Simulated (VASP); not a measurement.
Sn4Te:

```
CELL_PARAMETERS angstrom
5.07798 0.00000 0.00000
0.00000 5.07798 0.00000
0.00000 0.00000 5.07798
ATOMIC_POSITIONS crystal
Sn 0.00000 0.50000 0.50000
Sn 0.50000 0.50000 0.00000
Sn 0.50000 0.00000 0.50000
Sn 0.00000 0.00000 0.00000
Te 0.50000 0.50000 0.50000
```

The cell was built from a structure type or drawn by symmetry, and may not be a known phase.

- Program: VASP 6.6.1
- Task: relaxation of cell and atoms
- Functional: PBE
- Potentials or basis: VASP PAW PBE potentials, release 64 (Sn_d, Te)
- Cutoff: 600 eV
- k mesh: 4 × 4 × 4
- Occupations: gaussian, width 0.1 eV
- Spin: no spin polarisation

At the start: pressure 23.2 GPa; volume 26.19 Å³/atom.

Problem. How do energy, volume and symmetry change on relaxing?

Solution. Over 4 steps the energy falls by 682.1 meV/atom and the volume is 40.28 Å³/atom (+53.8 %); space group Pm-3m (No. 221, to 0.1 Å) before and after.

Step by step:
```csv
step,energy change (eV),largest force (eV/Å),pressure (GPa),volume (Å³)
1,0.0000,0.0000,23.15,130.94
2,-3.3232,0.0000,-1.70,216.54
3,-3.3984,0.0000,0.74,195.64
4,-3.4106,0.0000,-0.06,201.42
```

Final structure:
```yaml
crystal:
  lattice:
    - [5.86180, 0.00000, 0.00000]
    - [0.00000, 5.86180, 0.00000]
    - [0.00000, 0.00000, 5.86180]
  atoms:
    - { symbol: Sn, position: [0.00000, 0.50000, 0.50000] }
    - { symbol: Sn, position: [0.50000, 0.50000, 0.00000] }
    - { symbol: Sn, position: [0.50000, 0.00000, 0.50000] }
    - { symbol: Sn, position: [0.00000, 0.00000, 0.00000] }
    - { symbol: Te, position: [0.50000, 0.50000, 0.50000] }
```

Caveat: the volume moved by over 15 % at a fixed basis, so the end points are rough.
